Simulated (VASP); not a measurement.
The system is AlCo.

```xyz
2
Lattice="2.8519 0.0000 0.0000 0.0000 2.8519 0.0000 0.0000 0.0000 2.8519" Properties=species:S:1:pos:R:3 pbc="T T T"
Al    0.0000    0.0000    0.0000
Co    1.4260    1.4260    1.4260
```

| Property | Result |
| --- | --- |
| Program | VASP 6.6.1 |
| Task | relaxation of cell and atoms |
| Functional | PBEsol |
| Potentials or basis | VASP PAW PBE potentials, release 64 (Al, Co) |
| Cutoff | 600 eV |
| k mesh | 14 × 14 × 14 |
| Occupations | gaussian, width 0.1 eV |
| Spin | no spin polarisation |

At the start: pressure -5.7 GPa; volume 11.60 Å³/atom.

Problem. How do energy, volume and symmetry change on relaxing?

Solution. Over 5 steps the energy falls by 6.3 meV/atom and the volume is 11.26 Å³/atom (-2.9 %); space group Pm-3m (No. 221, to 0.05 Å).

Step by step:
| step | energy change (eV) | largest force (eV/Å) | pressure (GPa) | volume (Å³) |
| --- | --- | --- | --- | --- |
| 1 | 0.0000 | 0.0000 | -5.66 | 23.20 |
| 2 | -0.0009 | 0.0000 | 6.14 | 21.85 |
| 3 | -0.0126 | 0.0000 | 0.44 | 22.49 |
| 4 | -0.0126 | 0.0000 | -0.69 | 22.54 |
| 5 | -0.0126 | 0.0000 | -0.01 | 22.51 |

Final structure:
```
CELL_PARAMETERS angstrom
2.82360 0.00000 0.00000
0.00000 2.82360 0.00000
0.00000 0.00000 2.82360
ATOMIC_POSITIONS crystal
Al 0.00000 0.00000 0.00000
Co 0.50000 0.50000 0.50000
```

Caveat: the PAW data sets were made with another functional, which shifts forces and pressure a little.
